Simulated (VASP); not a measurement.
# SrNi3 (Pm-3m) in VASP: settings compared, part 4 of 4

VASP 6.6.1. Earlier steps stand in the parts before.

### 6 Single point, r2SCAN, collinear spin, ferromagnetic start

This run uses another cell than the first one, of 15.94 Å³/atom, 0.980 times its volume.

POSCAR

```
SrNi3
1.0
    3.9946464758      0.0000000000      0.0000000000
    0.0000000000      3.9946464758      0.0000000000
    0.0000000000      0.0000000000      3.9946464758
Sr Ni
1 3
Direct
    0.0000000000      0.0000000000      0.0000000000
    0.0000000000      0.5000000000      0.5000000000
    0.5000000000      0.5000000000      0.0000000000
    0.5000000000      0.0000000000      0.5000000000
```

INCAR.step1

```
PREC = Accurate
ENCUT = 520
ISMEAR = 0
SIGMA = 0.05
LREAL = False
LASPH = True
NELM = 150
ISPIN = 2
MAGMOM = 0 0.8 0.8 0.8
LMAXMIX = 4
NBANDS = 32
GGA = PE
ALGO = Normal
EDIFF = 1E-4
LWAVE = True
LCHARG = False
```

INCAR.step2

```
PREC = Accurate
ENCUT = 520
EDIFF = 1E-6
ISMEAR = 0
SIGMA = 0.05
LREAL = False
LASPH = True
NELM = 150
ALGO = Normal
ISIF = 2
LWAVE = False
LCHARG = True
ISPIN = 2
MAGMOM = 0 0.8 0.8 0.8
LORBIT = 11
LMAXMIX = 4
METAGGA = R2SCAN
LMIXTAU = True
LELF = True
LVHAR = True
NBANDS = 32
ISTART = 1
```

KPOINTS

```
regular mesh
0
Gamma
  8 8 8
```

Potentials or basis: VASP PAW PBE potentials, release 64 (Sr_sv, Ni).

Run with:

```console
> cat potpaw_PBE.64/Sr_sv/POTCAR potpaw_PBE.64/Ni/POTCAR > POTCAR
> cp INCAR.step1 INCAR
> mpirun -np 1 vasp_std > vasp.out
> cp INCAR.step2 INCAR
> mpirun -np 1 vasp_std > vasp.out
```

OUTCAR:

```text
PREC = Accurate
   ENCUT = 520
   EDIFF = 1E-6
   ISMEAR = 0
   LREAL = False
   LASPH = True
   NELM = 150
   ISIF = 2
   ISPIN = 2
   LORBIT = 11
   METAGGA = R2SCAN
   ISTART = 1

 ion  position               nearest neighbor table
   1  0.000  0.000  0.000-   2 2.82   3 2.82   4 2.82   2 2.82   4 2.82   2 2.82   3 2.82   2 2.82
                             3 2.82   4 2.82   4 2.82   3 2.82
   2  0.000  0.500  0.500-   1 2.82   3 2.82   4 2.82   1 2.82   3 2.82   1 2.82   4 2.82   1 2.82
                             3 2.82   4 2.82   3 2.82   4 2.82
   3  0.500  0.500  0.000-   1 2.82   2 2.82   4 2.82   2 2.82   4 2.82   1 2.82   4 2.82   4 2.82
                             1 2.82   2 2.82   2 2.82   1 2.82
   4  0.500  0.000  0.500-   1 2.82   2 2.82   3 2.82   1 2.82   3 2.82   2 2.82   3 2.82   3 2.82
                             1 2.82   2 2.82   1 2.82   2 2.82

  LATTYP: Found a simple cubic cell.
 ALAT       =     3.9946464758

  Lattice vectors:

 A1 = (   3.9946464758,   0.0000000000,   0.0000000000)
 A2 = (   0.0000000000,   3.9946464758,   0.0000000000)
 A3 = (   0.0000000000,   0.0000000000,   3.9946464758)

Analysis of symmetry for initial positions (statically):
=====================================================================
 Subroutine PRICEL returns:
 Original cell was already a primitive cell.

 Routine SETGRP: Setting up the symmetry group for a
 simple cubic supercell.

 Subroutine GETGRP returns: Found 48 space group operations
 (whereof 48 operations were pure point group operations)
 out of a pool of 48 trial point group operations.

The static configuration has the point symmetry O_h .

Analysis of symmetry for dynamics (positions and initial velocities):
=====================================================================
 Subroutine PRICEL returns:
 Original cell was already a primitive cell.

 Routine SETGRP: Setting up the symmetry group for a
 simple cubic supercell.

 Subroutine GETGRP returns: Found 48 space group operations
 (whereof 48 operations were pure point group operations)
 out of a pool of 48 trial point group operations.

The dynamic configuration has the point symmetry O_h .

Analysis of structural, dynamic, and magnetic symmetry:
=====================================================================
 Subroutine PRICEL returns:
 Original cell was already a primitive cell.

 Routine SETGRP: Setting up the symmetry group for a
 simple cubic supercell.

 Subroutine GETGRP returns: Found 48 space group operations
 (whereof 48 operations were pure point group operations)
 out of a pool of 48 trial point group operations.

The overall configuration has the point symmetry O_h .

 Subroutine INISYM returns: Found 48 space group operations
 (whereof 48 operations are pure point group operations),
 and found     1 'primitive' translations

----------------------------------------------------------------------------------------

                                     Primitive cell

  volume of cell :      63.7434

  direct lattice vectors                    reciprocal lattice vectors
     3.994646476  0.000000000  0.000000000     0.250335044  0.000000000  0.000000000
     0.000000000  3.994646476  0.000000000     0.000000000  0.250335044  0.000000000
[... 84 lines left out ...]
   LNONCOLLINEAR =      F non collinear calculations
   LSORBIT =      F    spin-orbit coupling
   LASPH  =      T    aspherical Exc in radial PAW
   ENCUT  =  520.0 eV  38.22 Ry    6.18 a.u.   7.43  7.43  7.43*2*pi/ulx,y,z
   NELM   =    150;   NELMIN=  2; NELMDL=  0     # of ELM steps
   EDIFF  = 0.1E-05   stopping-criterion for ELM
   LREAL  =      F    real-space projection
   EDIFFG = 0.1E-04   stopping-criterion for IOM
   NSW    =      0    number of steps for IOM
   IBRION =     -1    ionic relax: 0-MD 1-quasi-New 2-CG
   NFREE  =      0    steps in history (QN), initial steepest desc. (CG)
   ISIF   =      2    stress and relaxation
   ISYM   =      2    0-nonsym 1-usesym 2-fastsym
   POTIM  = 0.5000    time-step for ionic-motion
   TEBEG  =    0.0;   TEEND  =   0.0 temperature during run
   PSTRESS=    0.0 pullay stress
   NELECT =      40.0000    total number of electrons
   NUPDOWN=      -1.0000    fix difference up-down
   EMIN   =  10.00;   EMAX   =-10.00  energy-range for DOS
   EFERMI =   0.00;   METHOD = LEGACY
   ISMEAR =     0;   SIGMA  =   0.05  broadening in eV -4-tet -1-fermi 0-gaus
   EFERMI_NEDOS =   21; number of points for ismear=-14 and -15
   IALGO  =     38    algorithm
   IMIX   =      4    mixing-type and parameters
     AMIX     =   0.40;   BMIX     =  1.00
     AMIX_MAG =   1.60;   BMIX_MAG =  1.00
  volume/ion in A,a.u.               =      15.94       107.54
  Fermi-wavevector in a.u.,A,eV,Ry     =   1.401575  2.648594 26.727471  1.964414
  Thomas-Fermi vector in A             =   2.524423
   LORBIT       =     11    0 simple, 1 ext, 2 COOP (PROOUT), +10 PAW based schemes
   METAGGA = R2SCAN    functional components
   LHFCALC =     F    Hartree Fock is set to
   AEXX    =    0.0000 exact exchange contribution
   IVDW    =     0    specifies the selected vdW correction
   LEPSILON=     F    determine dielectric tensor
   LRPA    =     F    only Hartree local field effects (RPA)
 spin polarized calculation
 Gauss-broadening in eV      SIGMA  =   0.05
  energy-cutoff  :      520.00
  volume of cell :       63.74
 maximum number of plane-waves:      1747
 NGX is ok and might be reduce to    30
   NGX = 15   NGY = 15   NGZ = 15

 number of electron      39.9999910 magnetization       1.0781874

 Free energy of the ion-electron system (eV)
  ---------------------------------------------------
  ext. energy  EPLUGINS =         0.00000000
  ---------------------------------------------------
  free energy    TOTEN  =       -48.80312871 eV

  energy without entropy =      -48.80054609  energy(sigma->0) =      -48.80183740

 E-fermi :   5.6667     XC(G=0): -12.2216

 val. band max:        5.6493229803   @ k =   0.1250   0.1250   0.1250
 cond. band min:       5.6786859180   @ k =   0.0000   0.0000   0.0000
 fundamental gap:      0.0293629377
 Fermi energy:         5.6666580828

 spin component 1

 k-point     1 :       0.0000    0.0000    0.0000
  band No.  band energies     occupation
      1     -29.3838      1.00000
      2     -10.9328      1.00000
      3     -10.9328      1.00000
      4     -10.9328      1.00000
      5      -0.5884      1.00000
      6       2.4552      1.00000
[... 829 lines left out ...]
     31      16.9245      0.00000
     32      19.1952      0.00000

 [... further k-points ...]

 spin component 2

 k-point     1 :       0.0000    0.0000    0.0000
  band No.  band energies     occupation
      1     -29.4349      1.00000
      2     -10.9896      1.00000
      3     -10.9896      1.00000
      4     -10.9896      1.00000
      5      -0.8479      1.00000
      6       2.6610      1.00000
[... 829 lines left out ...]
     31      16.9029      0.00000
     32      19.2134      0.00000

 [... further k-points ...]
[... 5 lines left out ...]
  --------------------------------------------------------------------------------------
  -------------------------------------------------------------------------------------
  Total       -0.8717701     -0.8717701     -0.8717701      0.0000000      0.0000000     -0.0000000
  in kB      -21.9117732    -21.9117732    -21.9117732      0.0000000      0.0000000     -0.0000000
  external PRESSURE =     -21.9117732 kB  Pullay stress =       0.0000000 kB

 VOLUME and BASIS-vectors are now :
 -----------------------------------------------------------------------------
  energy-cutoff  :      520.00
  volume of cell :       63.74
      direct lattice vectors                 reciprocal lattice vectors
     3.994646476  0.000000000  0.000000000     0.250335044  0.000000000  0.000000000
     0.000000000  3.994646476  0.000000000     0.000000000  0.250335044  0.000000000
     0.000000000  0.000000000  3.994646476     0.000000000  0.000000000  0.250335044

 POSITION                                       TOTAL-FORCE (eV/Angst)
 -----------------------------------------------------------------------------------
      0.00000      0.00000      0.00000         0.000000      0.000000      0.000000
      0.00000      1.99732      1.99732         0.000000      0.000000      0.000000
      1.99732      1.99732      0.00000         0.000000      0.000000      0.000000
      1.99732      0.00000      1.99732         0.000000      0.000000      0.000000
 -----------------------------------------------------------------------------------
    total drift:                                0.000000      0.000000     -0.000000

  FREE ENERGIE OF THE ION-ELECTRON SYSTEM (eV)
  ---------------------------------------------------
  free  energy   TOTEN  =       -48.8031287129 eV

  energy  without entropy=      -48.8005460946  energy(sigma->0) =      -48.80183740

 total charge

# of ion       s       p       d       tot
------------------------------------------
    1        2.067   5.858   0.433   8.358
    2        0.465   0.265   8.395   9.125
    3        0.465   0.265   8.395   9.125
    4        0.465   0.265   8.395   9.125
--------------------------------------------------
tot          3.463   6.654  25.616  35.733

 magnetization (x)

# of ion       s       p       d       tot
------------------------------------------
    1       -0.003  -0.015  -0.046  -0.065
    2       -0.016  -0.028   0.501   0.457
    3       -0.016  -0.028   0.501   0.457
    4       -0.016  -0.028   0.501   0.457
--------------------------------------------------
tot         -0.051  -0.098   1.456   1.306
```

Run time: 7 min. Hardware: 1 thread of Oxide Virtual Turin-like, shared host; peak memory 0.23 GiB.

Results:

| Property | Result |
| --- | --- |
| Free energy | -48.8031 eV |
| Pressure | -2.2 GPa |
| Net moment | 1.08 μB per cell |
| Site moments | Sr -0.07; Ni +0.46 μB |
| Valence electrons inside the program's atomic spheres | Sr 8.36; Ni 9.12 |

Caveat: the PAW data sets were made with another functional, which shifts forces and pressure a little.

### 7 Overview

| level | cell | gap on the mesh (eV) | pressure (GPa) | moment (μB) |
| --- | --- | --- | --- | --- |
| PBE | a = 4.021 Å, 4 atoms | none | -1.0 | 1.08 |
| PBE | a = 4.047 Å, 4 atoms | none | -2.3 | 1.08 |
| PBE | a = 4.086 Å, 4 atoms | none | -4.0 | 1.07 |
| PBE | a = 4.124 Å, 4 atoms | none | -5.5 | 1.07 |
| r2SCAN | a = 3.995 Å, 4 atoms | none | -2.2 | 1.08 |

Alike in all rows: task single point; potentials or basis VASP PAW PBE potentials, release 64 (Sr_sv, Ni); spin collinear, ferromagnetic start; k mesh 8 × 8 × 8; cutoff (eV) 520; smearing gaussian 0.05 eV.

Caveats: the PAW data sets were made with another functional, which shifts forces and pressure a little (some runs).

Total energies depend on the potentials used, so only differences within one code and one set of settings carry meaning.
